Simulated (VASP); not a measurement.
# Rh12N2O in VASP: single point with PBE+D3(BJ)

Aim: the single point of Rh12N2O with PBE+D3(BJ).

Everything below comes from runs of VASP 6.6.1. Logs are shortened: lines on timing, memory, paths and dates and some standing lists are left out, and cuts for length are marked.

**1. The cell of the first run**

The cell holds a slab with vacuum, 15 atoms: a = 5.365 Å, b = 5.365 Å, c = 24.818 Å, α = 90.00°, β = 90.00°, γ = 120.00°.

**2. Single point, PBE+D3(BJ)**

INCAR reads:

```
SYSTEM = Rh12N2O
ALGO     = Normal         ! electronic algorithm
DIPOL    = 0.5 0.5 0.462
EDIFF    = 1E-6           ! SCF threshold, eV
ENCUT    = 520            ! plane-wave cutoff, eV
GGA      = PE             ! functional
IDIPOL   = 3            
ISIF     = 2              ! what is computed and relaxed
ISMEAR   = 0              ! smearing method
IVDW     = 12             ! dispersion correction
LASPH    = .TRUE.         ! aspherical terms in the spheres
LCHARG   = .FALSE.        ! write CHGCAR
LDIPOL   = .TRUE.       
LREAL    = Auto         
LWAVE    = .FALSE.        ! write WAVECAR
NBANDS   = 111            ! bands
NELM     = 100            ! most SCF steps
PREC     = Accurate       ! precision mode
SIGMA    = 0.1            ! smearing width, eV
```

KPOINTS reads:

```
k-points
0
G
  4 4 1
  0 0 0
```

POSCAR reads:

```
Rh12N2O
1.0
    5.3647950047      0.0000000000      0.0000000000
   -2.6823975023      4.6460487602      0.0000000000
    0.0000000000      0.0000000000     24.8182367787
Rh N O
12 2 1
Direct
    0.3333333333      0.1666666667      0.3223436085
    0.3333333333      0.6666666667      0.3223436085
    0.8333333333      0.1666666667      0.3223436085
    0.8333333333      0.6666666667      0.3223436085
    0.6665231499      0.3332615750      0.4090247451
    0.6666666667      0.8333333333      0.4091387285
    0.1667384250      0.3332615750      0.4090247451
    0.1667384250      0.8334768501      0.4090247451
    0.0000000000      0.5000000000      0.4956666442
   -0.0000807108     -0.0000403554      0.4957896497
    0.5000403554      0.5000807108      0.4957896497
    0.5000403554     -0.0000403554      0.4957896497
    0.0000000000      0.5000000000      0.7181210142
    0.0000000000      0.5000000000      0.6723046454
    0.0000000000      0.5000000000      0.6243282395
```

Potentials or basis: VASP PAW PBE potentials, release 64 (Rh_pv, N, O).

Launch:

```
$ cat potpaw_PBE.64/Rh_pv/POTCAR potpaw_PBE.64/N/POTCAR potpaw_PBE.64/O/POTCAR > POTCAR
$ mpirun -np 1 vasp_std > vasp.out
```

OUTCAR:

```text
SYSTEM = Rh12N2O
   EDIFF = 1E-6
   ENCUT = 520
   GGA = PE
   ISIF = 2
   ISMEAR = 0
   IVDW = 12
   LASPH = .TRUE.
   LREAL = Auto
   NELM = 100
   PREC = Accurate
 IVDW          = 12

 ion  position               nearest neighbor table
   1  0.333  0.167  0.322-   7 2.65   5 2.65   8 2.65   3 2.68   3 2.68   2 2.68   2 2.68   4 2.68
                             4 2.68
   2  0.333  0.667  0.322-   8 2.65   7 2.65   6 2.65   4 2.68   4 2.68   1 2.68   1 2.68   3 2.68
                             3 2.68
   3  0.833  0.167  0.322-   5 2.65   7 2.65   6 2.65   1 2.68   1 2.68   4 2.68   4 2.68   2 2.68
                             2 2.68
   4  0.833  0.667  0.322-   8 2.65   5 2.65   6 2.65   2 2.68   2 2.68   3 2.68   3 2.68   1 2.68
                             1 2.68
   5  0.667  0.333  0.409-   9 2.65   1 2.65   3 2.65   4 2.65  11 2.65  12 2.65   7 2.68   8 2.68
                             6 2.68   6 2.68   7 2.68   8 2.68
   6  0.667  0.833  0.409-  10 2.65  11 2.65  12 2.65   4 2.65   2 2.65   3 2.65   8 2.68   5 2.68
                             7 2.68   7 2.68   8 2.68   5 2.68
   7  0.167  0.333  0.409-   9 2.65   1 2.65   3 2.65   2 2.65  11 2.65  10 2.65   5 2.68   8 2.68
                             6 2.68   6 2.68   5 2.68   8 2.68
   8  0.167  0.833  0.409-   9 2.65   1 2.65   2 2.65   4 2.65  10 2.65  12 2.65   7 2.68   5 2.68
                             6 2.68   6 2.68   7 2.68   5 2.68
   9  0.000  0.500  0.496-   7 2.65   5 2.65   8 2.65  11 2.68  11 2.68  10 2.68  10 2.68  12 2.68
                            12 2.68
  10  1.000  1.000  0.496-   6 2.65   8 2.65   7 2.65  12 2.68  11 2.68   9 2.68   9 2.68  12 2.68
                            11 2.68
  11  0.500  0.500  0.496-   6 2.65   5 2.65   7 2.65  12 2.68  10 2.68   9 2.68   9 2.68  12 2.68
                            10 2.68
  12  0.500  1.000  0.496-   6 2.65   8 2.65   5 2.65  10 2.68  11 2.68   9 2.68   9 2.68  10 2.68
                            11 2.68
  13  0.000  0.500  0.718-  14 1.14
  14  0.000  0.500  0.672-  13 1.14  15 1.19
  15  0.000  0.500  0.624-  14 1.19

  LATTYP: Found a hexagonal cell.
 ALAT       =     5.3647950047
 C/A-ratio  =     4.6261295645

  Lattice vectors:

 A1 = (   5.3647950047,   0.0000000000,   0.0000000000)
 A2 = (  -2.6823975023,   4.6460487602,   0.0000000000)
 A3 = (   0.0000000000,   0.0000000000,  24.8182367787)

Analysis of symmetry for initial positions (statically):
=====================================================================
 Subroutine PRICEL returns:
 Original cell was already a primitive cell.

 Routine SETGRP: Setting up the symmetry group for a
[... 152 lines left out ...]
   GGA     = PE    functional components
   LHFCALC =     F    Hartree Fock is set to
   AEXX    =    0.0000 exact exchange contribution
   IVDW    =    12    specifies the selected vdW correction
   LEPSILON=     F    determine dielectric tensor
   LRPA    =     F    only Hartree local field effects (RPA)
 non-spin polarized calculation
 Gauss-broadening in eV      SIGMA  =   0.10
  energy-cutoff  :      520.00
  volume of cell :      618.60
 maximum number of plane-waves:     16708
 NGX is ok and might be reduce to    40
   NGX = 19   NGY = 19   NGZ = 93

 dipolmoment           0.000000      0.000000     -0.001979 electrons x Angstroem

 number of electron     196.0000025 magnetization

 dipolmoment           0.000000      0.000000      0.002123 electrons x Angstroem

 Free energy of the ion-electron system (eV)
  ---------------------------------------------------
  ext. energy  EPLUGINS =         0.00000000
  ---------------------------------------------------
  free energy    TOTEN  =      -102.18971914 eV

  energy without entropy =     -102.05593448  energy(sigma->0) =     -102.12282681

 E-fermi :  -0.0645     XC(G=0):  -5.2164

 val. band max:       -0.0954029583   @ k =   0.5000   0.0000   0.0000
 cond. band min:      -0.0432897857   @ k =   0.2500   0.2500   0.0000
 fundamental gap:      0.0521131725
 Fermi energy:        -0.0645116848

 k-point     1 :       0.0000    0.0000    0.0000
  band No.  band energies     occupation
      1     -47.1912      2.00000
      2     -47.1877      2.00000
      3     -47.1877      2.00000
      4     -47.1204      2.00000
      5     -47.0471      2.00000
      6     -47.0471      2.00000
[... 441 lines left out ...]
    109       1.2273      0.00000
    110       1.2443      0.00000
 [bands above 110 left out]

------------------------ aborting loop because EDIFF is reached ----------------------------------------

 vacuum level on the upper side and lower side of the slab       (xc-potential included)         0.000        -0.035

 Edisp (eV)   -5.37396

 E8    (eV) :    -2.4928

  FORCE on cell =-STRESS in cart. coord.  units (eV):
  Direction    XX          YY          ZZ          XY          YZ          ZX
  --------------------------------------------------------------------------------------
  -------------------------------------------------------------------------------------
  Total      -6.89821    -6.89821     1.55155    -0.00000     0.00000    -0.00000
  in kB     -17.86649   -17.86649     4.01854    -0.00000     0.00000    -0.00000
  external pressure =      -10.57 kB  Pullay stress =        0.00 kB

 VOLUME and BASIS-vectors are now :
 -----------------------------------------------------------------------------
  energy-cutoff  :      520.00
  volume of cell :      618.60
      direct lattice vectors                 reciprocal lattice vectors
     5.364795005  0.000000000  0.000000000     0.186400412  0.107618328  0.000000000
    -2.682397502  4.646048760  0.000000000     0.000000000  0.215236656  0.000000000
     0.000000000  0.000000000 24.818236779     0.000000000  0.000000000  0.040292951

 POSITION                                       TOTAL-FORCE (eV/Angst)
 -----------------------------------------------------------------------------------
      1.34120      0.77434      8.00000        -0.000000     -0.000000     -0.014666
     -0.00000      3.09737      8.00000        -0.001365     -0.000788      0.005842
      4.02360      0.77434      8.00000         0.000000      0.001576      0.005842
      2.68240      3.09737      8.00000         0.001365     -0.000788      0.005842
      2.68182      1.54835     10.15127        -0.000992     -0.000573      0.001172
      1.34120      3.87171     10.15410        -0.000000     -0.000000     -0.003312
      0.00058      1.54835     10.15127         0.000992     -0.000573      0.001172
     -1.34120      3.87237     10.15127         0.000000      0.001145      0.001172
     -1.34120      2.32302     12.30157        -0.000000      0.000000      0.002646
      2.68207      4.64586     12.30462         0.000339      0.000196     -0.002460
      1.34120      2.32340     12.30462        -0.000000     -0.000392     -0.002460
      0.00032      4.64586     12.30462        -0.000339      0.000196     -0.002460
     -1.34120      2.32302     17.82250        -0.000000      0.000000      0.781300
     -1.34120      2.32302     16.68542        -0.000000      0.000000     -0.007705
     -1.34120      2.32302     15.49473        -0.000000      0.000000     -0.771923
 -----------------------------------------------------------------------------------
    total drift:                                0.000002     -0.000001     -0.008392

  FREE ENERGIE OF THE ION-ELECTRON SYSTEM (eV)
  ---------------------------------------------------
  free  energy   TOTEN  =      -107.5636830067 eV

  energy  without entropy=     -107.4298983510  energy(sigma->0) =     -107.49679068

 vacuum level on the upper side and lower side of the slab         5.048         5.034
```

Run time: 16 min. Hardware: 1 thread of Oxide Virtual Turin-like, shared host; peak memory 0.68 GiB.

What came out:

```
Free energy                : -107.5637 eV
Largest force              : 0.781 eV/Å
Band gap on the k mesh     : zero (band 98 reaches 0.34 eV, above the bottom of band 99 at -0.42 eV)
Dispersion energy per atom : -0.358 eV
```

Forces in eV/Å, atoms in the order of the input:
```
Rh   0.000  0.000 -0.015
Rh  -0.001 -0.001  0.006
Rh   0.000  0.002  0.006
Rh   0.001 -0.001  0.006
Rh  -0.001 -0.001  0.001
Rh   0.000  0.000 -0.003
Rh   0.001 -0.001  0.001
Rh   0.000  0.001  0.001
Rh   0.000  0.000  0.003
Rh   0.000  0.000 -0.002
Rh   0.000  0.000 -0.002
Rh   0.000  0.000 -0.002
N    0.000  0.000  0.781
N    0.000  0.000 -0.008
O    0.000  0.000 -0.772
```

Levels at points of the mesh, in eV from the Fermi level:
```csv
k point,band 94,band 95,band 96,band 97,band 98,band 99,band 100,band 101,band 102,band 103
"(0.00, 0.00, 0.00)",0.27,0.27,0.27,0.41,0.41,0.62,0.62,0.62,0.95,0.95
"(0.50, 0.00, 0.00)",-0.99,-0.85,-0.84,-0.43,-0.43,-0.36,-0.36,-0.06,-0.03,0.27
```

Caveat: the standard files for N, O and F lose accuracy on very short bonds.
